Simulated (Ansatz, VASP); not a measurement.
## Two plane-wave programs on BaHfO3

File INCAR:

```
SYSTEM = BaHfO3
ALGO     = Normal         ! electronic algorithm
EDIFF    = 1E-7           ! SCF threshold, eV
ENCUT    = 520            ! plane-wave cutoff, eV
GGA      = PE             ! functional
ISIF     = 2              ! what is computed and relaxed
ISMEAR   = 0              ! smearing method
LASPH    = .True.         ! aspherical terms in the spheres
LCHARG   = .False.        ! write CHGCAR
LREAL    = .False.        ! projectors in reciprocal space
LWAVE    = .False.        ! write WAVECAR
NBANDS   = 27             ! bands
NELM     = 60             ! most SCF steps
PREC     = Accurate       ! precision mode
SIGMA    = 0.1            ! smearing width, eV
```

The input KPOINTS:

```
k-points
0
Gamma
  6 6 4
  0 0 0
```

Contents of POSCAR:

```
BaHfO3
1.0
    3.5933889153      0.0000000000      0.0000000000
    1.2061992591      3.4056318555      0.0000000000
    0.7859635635      0.5269945718      6.6752319639
Ba Hf O
1 1 3
Direct
    0.2186895342      0.2183846593      0.0309190846
    0.8413994024      0.8214391171      0.5323526933
    0.1828086731      0.1880358643      0.5246498980
    0.7985256564      0.8011779076      0.2468424368
    0.6252434007      0.6376291183      0.7993724073
```

Input for Ansatz:

```yaml
crystal:
  lattice:
    - [3.5933889153, 0.0, 0.0]
    - [1.2061992591, 3.4056318555, 0.0]
    - [0.7859635635, 0.5269945718, 6.6752319639]
  atoms:
    - { symbol: Ba, position: [0.2186895342, 0.2183846593, 0.0309190846] }
    - { symbol: Hf, position: [0.8413994024, 0.8214391171, 0.5323526933] }
    - { symbol: O, position: [0.1828086731, 0.1880358643, 0.524649898] }
    - { symbol: O, position: [0.7985256564, 0.8011779076, 0.2468424368] }
    - { symbol: O, position: [0.6252434007, 0.6376291183, 0.7993724073] }
basis:
  ecutwfc: 420
kpoints:
  mp_grid: { grid: [6, 6, 4] }
hamiltonian:
  xc: pbe
scf:
  occupations: { method: gaussian, width: 0.1 }
  lower_state_search: "off"
output:
  forces: true
  stress: true
  eigenvalues: true
```

Change from the starting cell: the structure that the rattled cell fell into.

Alike in both runs: task single point; functional PBE; k mesh 6 × 6 × 4; occupations gaussian, width 0.1 eV; no spin polarisation.

|  | VASP | Ansatz |
| --- | --- | --- |
| version | VASP 6.6.1 | Ansatz 0.2.0 |
| potentials or method | VASP PAW PBE potentials, release 64 (Ba_sv, Hf_pv, O), cutoff 520 eV | scalar-relativistic, plane waves, PAW |
| valence electrons in the cell | 38 | 54 |

Ansatz gave:

* gap on the k mesh at the Fermi level (eV): 3.09
* least direct gap on the mesh (eV): 3.09
* pressure (GPa): 0.0
* traceless stress, the component that is largest in VASP (GPa): -1.22
* rms of the force components (eV/Å): 0.085

Question: Estimate VASP's values.

Answer: gap on the k mesh at the Fermi level (eV): 3.03; least direct gap on the mesh (eV): 3.03; pressure (GPa): 0.4; traceless stress, the component that is largest in VASP (GPa): -1.60; rms of the force components (eV/Å): 0.162.

Atom by atom the forces differ by 0.106 eV/Å (rms over components). VASP's potentials hold 38 valence electrons a cell and Ansatz's 54, so a difference there can come from the potentials and not from the codes.

Neither program's run includes spin-orbit coupling.
